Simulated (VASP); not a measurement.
Here is a VASP 6.6.1 calculation.

INCAR

```
SYSTEM = TmAuN2
PREC = Accurate ; ENCUT = 520
EDIFF = 1E-6 ; ISMEAR = 0
SIGMA = 0.1 ; LREAL = .FALSE.
LASPH = .TRUE. ; NELM = 100
ALGO = Normal ; ISIF = 2
LWAVE = .FALSE. ; LCHARG = .TRUE.
GGA = PE ; LELF = .TRUE.
LVHAR = .TRUE. ; NBANDS = 30
```

Contents of KPOINTS:

```
Automatic mesh
0
G
  6 6 4
  0 0 0
```

File POSCAR:

```
TmAuN2
1.0
    4.0190420400      0.0000000000      0.0000000000
   -2.0095210200      3.4805925100      0.0000000000
    0.0000000000      0.0000000000      4.5078186800
Tm Au N
1 1 2
Direct
    0.6666666700      0.3333333300      0.5000000000
    0.3333333300      0.6666666700      0.5000000000
    0.3333333300      0.6666666700      0.0000000000
    0.6666666700      0.3333333300      0.0000000000
```

Potentials or basis: VASP PAW PBE potentials, release 64 (Tm, Au, N).

Launch:

```console
$ cat potpaw_PBE.64/Tm/POTCAR potpaw_PBE.64/Au/POTCAR potpaw_PBE.64/N/POTCAR > POTCAR
$ mpirun -np 1 vasp_std > vasp.out
```

(1) What does it give for the band gap on the k mesh?

(2) What does it give for the pressure?

## Answers

(1) zero (bands 22 and 23 overlap by 0.04 eV).

(2) 31.2 GPa.

Caveat: the cell stands under pressure; spin-orbit coupling is left out, which moves the levels of the heavy elements; the run has no spin polarisation, though such a crystal can be magnetic; semilocal functionals describe open f shells poorly, which spoils levels, moments and volumes.
